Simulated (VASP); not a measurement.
Wanted: the native input for a VASP 6.6.1 run.

```yaml
Task: relaxation of cell and atoms
Functional: PBE
Potentials_or_basis: VASP PAW PBE potentials, release 64 (Sb, Bi_d, Te, S)
Cutoff: 600 eV
k_mesh: 6 × 6 × 2
Occupations: gaussian, width 0.1 eV
Spin: no spin polarisation
Dipole_correction: no
Further_INCAR_settings: ALGO = Normal; EDIFF = 1e-07; IBRION = 2; EDIFFG = -0.04; NSW = 90; ISIF = 3
```

The structure of BiSbTe2S lies in POSCAR:

```
BiSbTe2S
1.0
    4.8123615300      0.0000000000      0.0000000000
   -2.4061807700      4.1676273400      0.0000000000
    0.0000000000      0.0000000000      8.3457547900
Sb Bi Te S
1 1 2 1
Direct
    0.3333333300      0.6666666700      0.0000000000
    0.3333333300      0.6666666700      0.5000000000
    0.3333333300      0.6666666700      0.2513265200
    0.3333333300      0.6666666700      0.7486734800
    0.6666666700      0.3333333300      0.0000000000
```

The cell was built from a structure type or drawn by symmetry, and may not be a known phase.

The input as run:

INCAR

```
SYSTEM = BiSbTe2S
  PREC = Accurate
  ENCUT = 600
  EDIFF = 1E-7
  ISMEAR = 0
  SIGMA = 0.1
  LREAL = .FALSE.
  LASPH = .TRUE.
  NELM = 60
  ALGO = Normal
  ISIF = 3
  LWAVE = .FALSE.
  LCHARG = .FALSE.
  GGA = PE
  IBRION = 2
  NSW = 90
  EDIFFG = -0.04
```

KPOINTS

```
Automatic mesh
0
G
  6 6 2
  0 0 0
```

Potentials or basis: VASP PAW PBE potentials, release 64 (Sb, Bi_d, Te, S).

Run with:

```console
$ cat potpaw_PBE.64/Sb/POTCAR potpaw_PBE.64/Bi_d/POTCAR potpaw_PBE.64/Te/POTCAR potpaw_PBE.64/S/POTCAR > POTCAR
$ mpirun -np 1 vasp_std > vasp.out
```

It gave:

The relaxed volume is 41.83 Å³/atom. The relaxed cell is a = 4.614 Å, b = 4.614 Å, c = 11.345 Å, α = 90.00°, β = 90.00°, γ = 120.00° and the space group after relaxing (to 0.1 Å) is P-6m2 (No. 187). The pressure after relaxing is 0.0 GPa. The largest force after relaxing is 0.018 eV/Å and the band gap on the k mesh is zero (bands 19 and 20 overlap by 0.12 eV).

Caveat: the k points lie up to 0.28 Å⁻¹ apart in the final cell; the volume moved by over 15 % at a fixed basis, so the end points are rough; spin-orbit coupling is left out, which moves the levels of the heavy elements.

Run time: 17 min on 1 thread of Intel(R) Xeon(R) Platinum 8488C (Sapphire Rapids), on a shared host, peak memory 0.41 GiB.
